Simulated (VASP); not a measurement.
# Pt (Fm-3m) in VASP: further runs

Runs on Pt. Level: PBEsol. Tasks: single point.

Program: VASP 6.6.1. These are calculated values, not measurements. Logs are shortened: lines on timing, memory, paths and dates and some standing lists are left out, and cuts for length are marked.

## 1. The cell of the first run

It takes space group Fm-3m (No. 225, cubic). Conventional cell: a = 3.858 Å, b = 3.858 Å, c = 3.858 Å, α = 90.00°, β = 90.00°, γ = 90.00°. Pt (site symmetry m-3m) has 12 Pt at 2.73 Å within 3.6 Å.

## 2. Single point, PBEsol, collinear spin (14.36 Å³/atom)

File INCAR:

```
SYSTEM = Pt
PREC = Accurate
ENCUT = 520
EDIFF = 1E-7
ISMEAR = 0
SIGMA = 0.15
LREAL = .FALSE.
LASPH = .TRUE.
NELM = 150
ALGO = Fast
ISIF = 2
LWAVE = .FALSE.
LCHARG = .FALSE.
ISPIN = 2
MAGMOM = 0.1
LORBIT = 11
NUPDOWN = 0.1
LMAXMIX = 4
GGA = PS
NBANDS = 15
```

File KPOINTS:

```
regular mesh
0
G
  22 22 22
  0 0 0
```

File POSCAR:

```
Pt
1.0
    0.0000000000      1.9291443853      1.9291443853
    1.9291443853      0.0000000000      1.9291443853
    1.9291443853      1.9291443853      0.0000000000
Pt
1
Direct
    0.0000000000      0.0000000000      0.0000000000
```

Potentials or basis: VASP PAW PBE potentials, release 64 (Pt).

On the command line:

```sh
cat potpaw_PBE.64/Pt/POTCAR > POTCAR
mpirun -np 1 vasp_std > vasp.out
```

OUTCAR:

```text
SYSTEM = Pt
   PREC = Accurate
   ENCUT = 520
   EDIFF = 1E-7
   ISMEAR = 0
   LREAL = .FALSE.
   LASPH = .TRUE.
   NELM = 150
   ISIF = 2
   ISPIN = 2
   LORBIT = 11
   NUPDOWN = 0.1
   GGA = PS

 ion  position               nearest neighbor table
   1  0.000  0.000  0.000-

  LATTYP: Found a face centered cubic cell.
 ALAT       =     3.8582887706

  Lattice vectors:

 A1 = (   0.0000000000,   1.9291443853,   1.9291443853)
 A2 = (   1.9291443853,   0.0000000000,   1.9291443853)
 A3 = (   1.9291443853,   1.9291443853,   0.0000000000)

Analysis of symmetry for initial positions (statically):
=====================================================================
 Subroutine PRICEL returns:
 Original cell was already a primitive cell.

 Routine SETGRP: Setting up the symmetry group for a
 face centered cubic supercell.

 Subroutine GETGRP returns: Found 48 space group operations
 (whereof 48 operations were pure point group operations)
 out of a pool of 48 trial point group operations.

The static configuration has the point symmetry O_h .

Analysis of symmetry for dynamics (positions and initial velocities):
=====================================================================
 Subroutine PRICEL returns:
 Original cell was already a primitive cell.

 Routine SETGRP: Setting up the symmetry group for a
 face centered cubic supercell.

 Subroutine GETGRP returns: Found 48 space group operations
 (whereof 48 operations were pure point group operations)
 out of a pool of 48 trial point group operations.

The dynamic configuration has the point symmetry O_h .

Analysis of structural, dynamic, and magnetic symmetry:
=====================================================================
 Subroutine PRICEL returns:
 Original cell was already a primitive cell.

 Routine SETGRP: Setting up the symmetry group for a
 face centered cubic supercell.

 Subroutine GETGRP returns: Found 48 space group operations
 (whereof 48 operations were pure point group operations)
 out of a pool of 48 trial point group operations.

The overall configuration has the point symmetry O_h .

 Subroutine INISYM returns: Found 48 space group operations
 (whereof 48 operations are pure point group operations),
 and found     1 'primitive' translations

----------------------------------------------------------------------------------------

                                     Primitive cell

  volume of cell :      14.3590

  direct lattice vectors                    reciprocal lattice vectors
     0.000000000  1.929144385  1.929144385    -0.259182259  0.259182259  0.259182259
     1.929144385  0.000000000  1.929144385     0.259182259 -0.259182259  0.259182259
     1.929144385  1.929144385  0.000000000     0.259182259  0.259182259 -0.259182259

  length of vectors
     2.728222153  2.728222153  2.728222153     0.448916841  0.448916841  0.448916841

  position of ions in fractional coordinates (direct lattice)
     0.000000000  0.000000000  0.000000000

  ion indices of the primitive-cell ions
   primitive index   ion index
                 1           1

----------------------------------------------------------------------------------------

 KPOINTS: regular mesh

Automatic generation of k-mesh.
 Grid dimensions read from file:
 generate k-points for:   22   22   22

 Generating k-lattice:

  Cartesian coordinates                     Fractional coordinates (reciprocal lattice)
    -0.011781012  0.011781012  0.011781012     0.045454545  0.000000000  0.000000000
     0.011781012 -0.011781012  0.011781012     0.000000000  0.045454545  0.000000000
     0.011781012  0.011781012 -0.011781012     0.000000000  0.000000000  0.045454545

  Length of vectors
     0.020405311  0.020405311  0.020405311

  Shift w.r.t. Gamma in fractional coordinates (k-lattice)
     0.000000000  0.000000000  0.000000000

 Subroutine IBZKPT returns following result:
 ===========================================

 Found    328 irreducible k-points:

 Following reciprocal coordinates:
            Coordinates               Weight
  0.000000  0.000000  0.000000      1.000000
  0.045455  0.000000  0.000000      8.000000
  0.090909  0.000000  0.000000      8.000000
  0.136364  0.000000  0.000000      8.000000
  0.181818  0.000000  0.000000      8.000000
  0.227273  0.000000  0.000000      8.000000
[... 16 lines left out ...]
  0.500000  0.045455  0.000000     24.000000
 -0.454545  0.045455  0.000000     24.000000
 [... further k-points ...]
   k-points           NKPTS =    328   k-points in BZ     NKDIM =    328   number of bands    NBANDS=     15
   number of dos      NEDOS =    301   number of ions     NIONS =      1
   total plane-waves  NPLWV =   8000
   dimension x,y,z NGX =    20 NGY =   20 NGZ =   20
   dimension x,y,z NGXF=    40 NGYF=   40 NGZF=   40
   ions per type =               1
   NGX,Y,Z   is equivalent  to a cutoff of  12.19, 12.19, 12.19 a.u.
   NGXF,Y,Z  is equivalent  to a cutoff of  24.37, 24.37, 24.37 a.u.
 SYSTEM =  Pt
   PREC   = accura    normal or accurate (medium, high low for compatibility)
   ISTART =      0    job   : 0-new  1-cont  2-samecut
   ICHARG =      2    charge: 1-file 2-atom 10-const
   ISPIN  =      2    spin polarized calculation?
   LNONCOLLINEAR =      F non collinear calculations
   LSORBIT =      F    spin-orbit coupling
   LASPH  =      T    aspherical Exc in radial PAW
   ENCUT  =  520.0 eV  38.22 Ry    6.18 a.u.   5.07  5.07  5.07*2*pi/ulx,y,z
   NELM   =    150;   NELMIN=  2; NELMDL= -5     # of ELM steps
   EDIFF  = 0.1E-06   stopping-criterion for ELM
   LREAL  =      F    real-space projection
   EDIFFG = 0.1E-05   stopping-criterion for IOM
   NSW    =      0    number of steps for IOM
   IBRION =     -1    ionic relax: 0-MD 1-quasi-New 2-CG
   NFREE  =      0    steps in history (QN), initial steepest desc. (CG)
   ISIF   =      2    stress and relaxation
   ISYM   =      2    0-nonsym 1-usesym 2-fastsym
   POTIM  = 0.5000    time-step for ionic-motion
   TEBEG  =    0.0;   TEEND  =   0.0 temperature during run
   PSTRESS=    0.0 pullay stress
   NELECT =      10.0000    total number of electrons
   NUPDOWN=       0.1000    fix difference up-down
   EMIN   =  10.00;   EMAX   =-10.00  energy-range for DOS
   EFERMI =   0.00;   METHOD = LEGACY
   ISMEAR =     0;   SIGMA  =   0.15  broadening in eV -4-tet -1-fermi 0-gaus
   EFERMI_NEDOS =   21; number of points for ismear=-14 and -15
   IALGO  =     68    algorithm
   IMIX   =      4    mixing-type and parameters
     AMIX     =   0.40;   BMIX     =  1.00
     AMIX_MAG =   1.60;   BMIX_MAG =  1.00
  volume/ion in A,a.u.               =      14.36        96.90
  Fermi-wavevector in a.u.,A,eV,Ry     =   1.451109  2.742199 28.650032  2.105718
  Thomas-Fermi vector in A             =   2.568644
   LORBIT       =     11    0 simple, 1 ext, 2 COOP (PROOUT), +10 PAW based schemes
   GGA     = PS    functional components
   LHFCALC =     F    Hartree Fock is set to
   AEXX    =    0.0000 exact exchange contribution
   IVDW    =     0    specifies the selected vdW correction
   LEPSILON=     F    determine dielectric tensor
   LRPA    =     F    only Hartree local field effects (RPA)
 spin polarized calculation
 RMM-DIIS sequential band-by-band and
 Gauss-broadening in eV      SIGMA  =   0.15
  energy-cutoff  :      520.00
  volume of cell :       14.36
 maximum number of plane-waves:       396
   NGX = 11   NGY = 11   NGZ = 11

 number of electron      10.0000000 magnetization       0.1000000

 number of electron       9.9999999 magnetization       0.1000000

 Free energy of the ion-electron system (eV)
  ---------------------------------------------------
  ext. energy  EPLUGINS =         0.00000000
  ---------------------------------------------------
  free energy    TOTEN  =        -6.94472576 eV

  energy without entropy =       -6.92631827  energy(sigma->0) =       -6.93552201

 E-fermi :  12.0484     XC(G=0): -13.9196

 val. band max:       12.0933015502   @ k =  -0.4091   0.3636   0.0455
 cond. band min:      12.0539310004   @ k =  -0.4091   0.3636   0.1364
 fundamental gap:     -0.0393705498
 Fermi energy:        12.0958909076

 spin component 1

 k-point     1 :       0.0000    0.0000    0.0000
  band No.  band energies     occupation
      1       1.1961      1.00000
      2       7.9158      1.00000
      3       7.9158      1.00000
      4       7.9158      1.00000
      5      10.2799      1.00000
      6      10.2799      1.00000
      7      26.5312      0.00000
      8      31.7715      0.00000
      9      31.7715      0.00000
     10      31.7715      0.00000
     11      37.2576      0.00000
     12      44.3392      0.00000
     13      45.2755      0.00000
     14      45.2767      0.00000
     15      45.2774      0.00000
[... 397 lines left out ...]
 k-point    24 :      -0.4545    0.0455    0.0000
  band No.  band energies     occupation
      1       4.2161      1.00000
      2       7.8050      1.00000
      3       7.9130      1.00000
      4      10.6332      1.00000
      5      11.9803      0.86213
      6      12.6629      0.00000
      7      18.4479      0.00000
      8      26.2838      0.00000
      9      31.0662      0.00000
     10      31.5110      0.00000
     11      40.8349      0.00000
     12      41.2770      0.00000
     13      42.4474      0.00000
     14      44.6390      0.00000
     15      44.6936      0.00000

 [... further k-points ...]

 spin component 2

 k-point     1 :       0.0000    0.0000    0.0000
  band No.  band energies     occupation
      1       1.2132      1.00000
      2       7.9833      1.00000
      3       7.9833      1.00000
      4       7.9833      1.00000
      5      10.3429      1.00000
      6      10.3429      1.00000
      7      26.5456      0.00000
      8      31.7846      0.00000
      9      31.7846      0.00000
     10      31.7846      0.00000
     11      37.2577      0.00000
     12      44.4466      0.00000
     13      45.3019      0.00000
     14      45.3022      0.00000
     15      45.3022      0.00000
[... 397 lines left out ...]
 k-point    24 :      -0.4545    0.0455    0.0000
  band No.  band energies     occupation
      1       4.2600      1.00000
      2       7.8642      1.00000
      3       7.9729      1.00000
      4      10.6614      1.00000
      5      12.0541      0.47850
      6      12.7199      0.00000
      7      18.5029      0.00000
      8      26.2940      0.00000
      9      31.0903      0.00000
     10      31.5352      0.00000
     11      40.8537      0.00000
     12      41.2957      0.00000
     13      42.4679      0.00000
     14      44.7458      0.00000
     15      44.8021      0.00000

 [... further k-points ...]
[... 5 lines left out ...]
  --------------------------------------------------------------------------------------
  -------------------------------------------------------------------------------------
  Total        1.3196951      1.3196951      1.3196951      0.0000000      0.0000000      0.0000000
  in kB      147.2515875    147.2515875    147.2515875      0.0000000      0.0000000      0.0000000
  external PRESSURE =     147.2515875 kB  Pullay stress =       0.0000000 kB

 VOLUME and BASIS-vectors are now :
 -----------------------------------------------------------------------------
  energy-cutoff  :      520.00
  volume of cell :       14.36
      direct lattice vectors                 reciprocal lattice vectors
     0.000000000  1.929144385  1.929144385    -0.259182259  0.259182259  0.259182259
     1.929144385  0.000000000  1.929144385     0.259182259 -0.259182259  0.259182259
     1.929144385  1.929144385  0.000000000     0.259182259  0.259182259 -0.259182259

 POSITION                                       TOTAL-FORCE (eV/Angst)
 -----------------------------------------------------------------------------------
      0.00000      0.00000      0.00000        -0.000000     -0.000000     -0.000000
 -----------------------------------------------------------------------------------
    total drift:                                0.000000     -0.000000     -0.000000

  FREE ENERGIE OF THE ION-ELECTRON SYSTEM (eV)
  ---------------------------------------------------
  free  energy   TOTEN  =        -6.9447257613 eV

  energy  without entropy=       -6.9263182657  energy(sigma->0) =       -6.93552201

 total charge

# of ion       s       p       d       tot
------------------------------------------
    1        0.661   0.681   8.082   9.423

 magnetization (x)

# of ion       s       p       d       tot
------------------------------------------
    1       -0.000  -0.001   0.100   0.099
```

It took 3.1 min on 1 thread of Intel Xeon 8259CL, shared host; peak memory 0.22 GiB.

What came out:

```yaml
Free_energy: -6.9447 eV
Pressure: 14.7 GPa
Net_moment: 0.10 μB per cell
Site_moments: Pt +0.10 μB
Valence_electrons_inside_the_program's_atomic_spheres: Pt 9.42
```

Caveat: the cell stands under pressure; the PAW data sets were made with another functional, which shifts forces and pressure a little; spin-orbit coupling is left out, which moves the levels of the heavy elements; the total moment is fixed, so each spin has its own Fermi level and the state may be an excited one.

## 3. Single point, PBEsol, collinear spin (14.36 Å³/atom)

File INCAR:

```
ALGO = Normal
EDIFF = 1E-6
ENCUT = 520
GGA = PS
ISIF = 2
ISMEAR = 0
ISPIN = 2
LASPH = T
LCHARG = F
LMAXMIX = 4
LORBIT = 11
LREAL = F
LWAVE = F
MAGMOM = 0.5
NBANDS = 15
NELM = 150
NUPDOWN = 0.5
PREC = Accurate
SIGMA = 0.15
```

File KPOINTS:

```
k-points
0
Gamma
  22 22 22
```

POSCAR is that of step 2.

Potentials or basis: VASP PAW PBE potentials, release 64 (Pt).

On the command line:

```sh
cat potpaw_PBE.64/Pt/POTCAR > POTCAR
mpirun -np 1 vasp_std > vasp.out
```

Wall time 2.7 min (1 thread of Intel Xeon 8259CL, shared host); peak memory 0.22 GiB.

It converged, with:

```
Free energy                                           : -6.9109 eV
Pressure                                              : 16.1 GPa
Net moment                                            : 0.50 μB per cell
Site moments                                          : Pt +0.49 μB
Valence electrons inside the program's atomic spheres : Pt 9.42
```

Caveat: the cell stands under pressure; the PAW data sets were made with another functional, which shifts forces and pressure a little; spin-orbit coupling is left out, which moves the levels of the heavy elements; the total moment is fixed, so each spin has its own Fermi level and the state may be an excited one.

(Continued in part 2 of 2.)
